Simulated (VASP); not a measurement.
# Re (P6_3/mmc) in VASP: further runs

Re is run at these levels: PBEsol; tasks: relaxation of cell and atoms.

All numbers are computed with VASP 6.6.1; they aren't measurements. Logs are shortened: lines on timing, memory, paths and dates and some standing lists are left out, and cuts for length are marked.

### 1 The cell of the first run

It takes space group P6_3/mmc (No. 194, hexagonal). Conventional cell: a = 2.632 Å, b = 2.632 Å, c = 4.246 Å, α = 90.00°, β = 90.00°, γ = 120.00°. Within 3.4 Å of Re (site symmetry -6m2) lie 12 Re at 2.61 to 2.63 Å.

### 2 Relaxation of cell and atoms, PBEsol, target pressure 70 GPa, at which the enthalpy is minimised

The input, INCAR:

```
SYSTEM = Re
PREC = Accurate ; ENCUT = 600
EDIFF = 1E-6 ; ISMEAR = -1
SIGMA = 0.1 ; LREAL = .FALSE.
LASPH = .TRUE. ; NELM = 100
ALGO = Normal ; ISIF = 3
LWAVE = .FALSE. ; LCHARG = .FALSE.
GGA = PS ; IBRION = 2
NSW = 32 ; EDIFFG = -0.005
PSTRESS = 700.0
```

The input, KPOINTS:

```
regular mesh
0
G
  17 17 9
  0 0 0
```

The input, POSCAR:

```
Re
1.0
    2.6316152233      0.0000000000      0.0000000000
   -1.3158076117      2.2790456364      0.0000000000
    0.0000000000      0.0000000000      4.2461619528
Re
2
Direct
    0.3333333333      0.6666666667      0.2500000000
    0.6666666667      0.3333333333      0.7500000000
```

Potentials or basis: VASP PAW PBE potentials, release 64 (Re).

The run is started by

```
$ cat potpaw_PBE.64/Re/POTCAR > POTCAR
$ mpirun -np 1 vasp_std > vasp.out
```

OUTCAR:

```text
SYSTEM = Re
   PREC = Accurate
   ENCUT = 600
   EDIFF = 1E-6
   ISMEAR = -1
   LREAL = .FALSE.
   LASPH = .TRUE.
   NELM = 100
   ISIF = 3
   GGA = PS
   IBRION = 2
   NSW = 32
   EDIFFG = -0.005
   PSTRESS = 700.0

 ion  position               nearest neighbor table
   1  0.333  0.667  0.250-   2 2.61   2 2.61   2 2.61   2 2.61   2 2.61   2 2.61
   2  0.667  0.333  0.750-   1 2.61   1 2.61   1 2.61   1 2.61   1 2.61   1 2.61

  LATTYP: Found a hexagonal cell.
 ALAT       =     2.6316152233
 C/A-ratio  =     1.6135192999

  Lattice vectors:

 A1 = (   2.6316152233,   0.0000000000,   0.0000000000)
 A2 = (  -1.3158076117,   2.2790456364,   0.0000000000)
 A3 = (   0.0000000000,   0.0000000000,   4.2461619528)

Analysis of symmetry for initial positions (statically):
=====================================================================
 Subroutine PRICEL returns:
 Original cell was already a primitive cell.

 Routine SETGRP: Setting up the symmetry group for a
 hexagonal supercell.

 Subroutine GETGRP returns: Found 24 space group operations
 (whereof 12 operations were pure point group operations)
 out of a pool of 24 trial point group operations.

The static configuration has the point symmetry D_3d.
 The point group associated with its full space group is D_6h.

Analysis of symmetry for dynamics (positions and initial velocities):
=====================================================================
 Subroutine PRICEL returns:
 Original cell was already a primitive cell.

 Routine SETGRP: Setting up the symmetry group for a
 hexagonal supercell.

 Subroutine GETGRP returns: Found 24 space group operations
 (whereof 12 operations were pure point group operations)
 out of a pool of 24 trial point group operations.

The dynamic configuration has the point symmetry D_3d.
 The point group associated with its full space group is D_6h.

 Subroutine INISYM returns: Found 24 space group operations
 (whereof 12 operations are pure point group operations),
 and found     1 'primitive' translations

----------------------------------------------------------------------------------------

                                     Primitive cell

  volume of cell :      25.4667

  direct lattice vectors                    reciprocal lattice vectors
     2.631615223  0.000000000  0.000000000     0.379994762  0.219390078  0.000000000
    -1.315807612  2.279045636  0.000000000     0.000000000  0.438780156  0.000000000
     0.000000000  0.000000000  4.246161953     0.000000000  0.000000000  0.235506797

  length of vectors
     2.631615223  2.631615223  4.246161953     0.438780156  0.438780156  0.235506797

  position of ions in fractional coordinates (direct lattice)
     0.333333333  0.666666667  0.250000000
     0.666666667  0.333333333  0.750000000

  ion indices of the primitive-cell ions
   primitive index   ion index
                 1           1
                 2           2

----------------------------------------------------------------------------------------

 KPOINTS: regular mesh

Automatic generation of k-mesh.
 Grid dimensions read from file:
 generate k-points for:   17   17    9

 Generating k-lattice:

  Cartesian coordinates                     Fractional coordinates (reciprocal lattice)
     0.022352633  0.012905299  0.000000000     0.058823529 -0.000000000  0.000000000
     0.000000000  0.025810597  0.000000000     0.000000000  0.058823529  0.000000000
     0.000000000  0.000000000  0.026167422     0.000000000  0.000000000  0.111111111

  Length of vectors
     0.025810597  0.025810597  0.026167422

  Shift w.r.t. Gamma in fractional coordinates (k-lattice)
     0.000000000  0.000000000  0.000000000

 Subroutine IBZKPT returns following result:
 ===========================================

 Found    165 irreducible k-points:

 Following reciprocal coordinates:
            Coordinates               Weight
  0.000000  0.000000  0.000000      1.000000
  0.058824  0.000000  0.000000      6.000000
  0.117647  0.000000  0.000000      6.000000
  0.176471  0.000000  0.000000      6.000000
  0.235294  0.000000  0.000000      6.000000
  0.294118  0.000000  0.000000      6.000000
[... 16 lines left out ...]
  0.411765  0.117647  0.000000     12.000000
  0.176471  0.176471  0.000000      6.000000
 [... further k-points ...]
   k-points           NKPTS =    165   k-points in BZ     NKDIM =    165   number of bands    NBANDS=     11
   number of dos      NEDOS =    301   number of ions     NIONS =      2
   total plane-waves  NPLWV =  20736
   dimension x,y,z NGX =    24 NGY =   24 NGZ =   36
   dimension x,y,z NGXF=    48 NGYF=   48 NGZF=   72
   ions per type =               2
   NGX,Y,Z   is equivalent  to a cutoff of  15.16, 15.16, 14.09 a.u.
   NGXF,Y,Z  is equivalent  to a cutoff of  30.32, 30.32, 28.19 a.u.
 SYSTEM =  Re
   PREC   = accura    normal or accurate (medium, high low for compatibility)
   ISTART =      0    job   : 0-new  1-cont  2-samecut
   ICHARG =      2    charge: 1-file 2-atom 10-const
   ISPIN  =      1    spin polarized calculation?
   LNONCOLLINEAR =      F non collinear calculations
   LSORBIT =      F    spin-orbit coupling
   LASPH  =      T    aspherical Exc in radial PAW
   ENCUT  =  600.0 eV  44.10 Ry    6.64 a.u.   5.26  5.26  8.48*2*pi/ulx,y,z
   NELM   =    100;   NELMIN=  2; NELMDL= -5     # of ELM steps
   EDIFF  = 0.1E-05   stopping-criterion for ELM
   LREAL  =      F    real-space projection
   EDIFFG = -.5E-02   stopping-criterion for IOM
   NSW    =     32    number of steps for IOM
   IBRION =      2    ionic relax: 0-MD 1-quasi-New 2-CG
   NFREE  =      1    steps in history (QN), initial steepest desc. (CG)
   ISIF   =      3    stress and relaxation
   ISYM   =      2    0-nonsym 1-usesym 2-fastsym
   POTIM  = 0.5000    time-step for ionic-motion
   TEBEG  =    0.0;   TEEND  =   0.0 temperature during run
   PSTRESS=  700.0 pullay stress
   NELECT =      14.0000    total number of electrons
   NUPDOWN=      -1.0000    fix difference up-down
   EMIN   =  10.00;   EMAX   =-10.00  energy-range for DOS
   EFERMI =   0.00;   METHOD = LEGACY
   ISMEAR =    -1;   SIGMA  =   0.10  broadening in eV -4-tet -1-fermi 0-gaus
   EFERMI_NEDOS =   21; number of points for ismear=-14 and -15
   IALGO  =     38    algorithm
   IMIX   =      4    mixing-type and parameters
     AMIX     =   0.40;   BMIX     =  1.00
     AMIX_MAG =   1.60;   BMIX_MAG =  1.00
  volume/ion in A,a.u.               =      12.73        85.93
  Fermi-wavevector in a.u.,A,eV,Ry     =   1.341097  2.534306 24.470638  1.798541
  Thomas-Fermi vector in A             =   2.469358
   LORBIT       =      0    0 simple, 1 ext, 2 COOP (PROOUT), +10 PAW based schemes
   GGA     = PS    functional components
   LHFCALC =     F    Hartree Fock is set to
   AEXX    =    0.0000 exact exchange contribution
   IVDW    =     0    specifies the selected vdW correction
   LEPSILON=     F    determine dielectric tensor
   LRPA    =     F    only Hartree local field effects (RPA)
 conjugate gradient relaxation of ions
 non-spin polarized calculation
  energy-cutoff  :      600.00
  volume of cell :       25.47
 maximum number of plane-waves:       866
 NGX is ok and might be reduce to    24
   NGX = 11   NGY = 11   NGZ = 17

--------------------------------------- Ionic step        1  -------------------------------------------

 number of electron      14.0000001 magnetization

 Free energy of the ion-electron system (eV)
  ---------------------------------------------------
  ext. energy  EPLUGINS =         0.00000000
  ---------------------------------------------------
  free energy    TOTEN  =       -26.03251603 eV

  energy without entropy =      -25.98774997  energy(sigma->0) =      -26.01013300

------------------------ aborting loop because EDIFF is reached ----------------------------------------

  FORCE on cell =-STRESS in cart. coord.  units (eV):
  Direction    XX          YY          ZZ          XY          YZ          ZX
  --------------------------------------------------------------------------------------
  -------------------------------------------------------------------------------------
  Total       11.5009131     11.5009131     11.4862976     -0.0000000     -0.0000000      0.0000000
  in kB      723.5539831    723.5539832    722.6344779     -0.0000000     -0.0000000      0.0000000
  external PRESSURE =      23.2474814 kB  Pullay stress =     700.0000000 kB
[... 61 lines left out ...]
  enthalpy is  TOTEN    =       -14.8773151353 eV   P V=       11.4267031944

--------------------------------------- Ionic step        3  -------------------------------------------

 number of electron      14.0000001 magnetization

 Free energy of the ion-electron system (eV)
  ---------------------------------------------------
  ext. energy  EPLUGINS =         0.00000000
  ---------------------------------------------------
  free energy    TOTEN  =       -26.07094151 eV

  energy without entropy =      -26.02600780  energy(sigma->0) =      -26.04847466

 E-fermi :   9.5869     XC(G=0): -14.6013

 val. band max:        9.5740320965   @ k =   0.1176   0.1176   0.0000
 cond. band min:       9.5932688034   @ k =   0.0588   0.0000   0.0000
 fundamental gap:      0.0192367069
 Fermi energy:         9.5868710499

 k-point     1 :       0.0000    0.0000    0.0000
  band No.  band energies     occupation
      1      -1.3034      2.00000
      2       1.8070      2.00000
      3       7.5472      2.00000
      4       7.5472      2.00000
      5       7.5885      2.00000
      6       8.6045      1.99989
      7       8.6045      1.99989
      8       9.7351      0.37022
      9       9.7351      0.37022
     10      10.6122      0.00007
     11      13.6265      0.00000
[... 309 lines left out ...]
 k-point    24 :       0.1765    0.1765    0.0000
  band No.  band energies     occupation
      1       2.2956      2.00000
      2       4.3386      2.00000
      3       4.8187      2.00000
      4       4.8366      2.00000
      5       7.0815      2.00000
      6       7.5142      2.00000
      7       9.0372      1.99183
      8      10.1168      0.00994
      9      11.8633      0.00000
     10      13.0942      0.00000
     11      14.3390      0.00000

 [... further k-points ...]

------------------------ aborting loop because EDIFF is reached ----------------------------------------

  FORCE on cell =-STRESS in cart. coord.  units (eV):
  Direction    XX          YY          ZZ          XY          YZ          ZX
  --------------------------------------------------------------------------------------
  -------------------------------------------------------------------------------------
  Total       11.1621574     11.1621574     11.1555616     -0.0000000      0.0000000     -0.0000000
  in kB      699.8632490    699.8632491    699.4496944     -0.0000000      0.0000000     -0.0000000
  external PRESSURE =      -0.2746025 kB  Pullay stress =     700.0000000 kB
[... 17 lines left out ...]
  FREE ENERGIE OF THE ION-ELECTRON SYSTEM (eV)
  ---------------------------------------------------
  free  energy   TOTEN  =       -26.0709415106 eV

  energy  without entropy=      -26.0260078048  energy(sigma->0) =      -26.04847466

  enthalpy is  TOTEN    =       -14.9066030712 eV   P V=       11.1643384394

 reached required accuracy - stopping structural energy minimisation
```

Wall time 2.7 min (1 thread of AMD EPYC 7R13, shared host); peak memory 0.2 GiB.

Results:

- Free energy: -26.0709 eV
- Relaxed volume: 12.78 Å³/atom
- Relaxed cell: a = 2.635 Å, b = 2.635 Å, c = 4.251 Å, α = 90.00°, β = 90.00°, γ = 120.00°
- Space group after relaxing (to 0.1 Å): P6_3/mmc (No. 194)
- Energy change on relaxing (the run minimises the enthalpy): -19.2 meV/atom
- Ionic steps: 3
- Pressure after relaxing: 70.0 GPa
- Band gap on the k mesh: zero (bands 7 and 8 overlap by 4.11 eV)

The path:
| step | energy change (eV) | largest force (eV/Å) | pressure (GPa) | volume (Å³) |
| --- | --- | --- | --- | --- |
| 1 | 0.0000 | 0.0000 | 72.32 | 25.47 |
| 2 | -0.2715 | 0.0000 | 54.70 | 26.15 |
| 3 | -0.0384 | 0.0000 | 69.97 | 25.55 |

Final structure:
```
Re
1.0
     2.63463    0.00000    0.00000
    -1.31732    2.28166    0.00000
     0.00000    0.00000    4.25084
Re
2
Direct
  0.33333 0.66667 0.25000
  0.66667 0.33333 0.75000
```

Levels at points of the mesh, in eV from the Fermi level:
```tsv
k point	band 5	band 6	band 7	band 8	band 9	band 10
(0.00, 0.00, 0.00)	-2.00	-0.98	-0.98	0.15	0.15	1.03
```

Caveat: the cell is relaxed towards a set pressure, so the run minimises the enthalpy, not the energy; the PAW data sets were made with another functional, which shifts forces and pressure a little; spin-orbit coupling is left out, which moves the levels of the heavy elements.

[end of part 1 of 2]
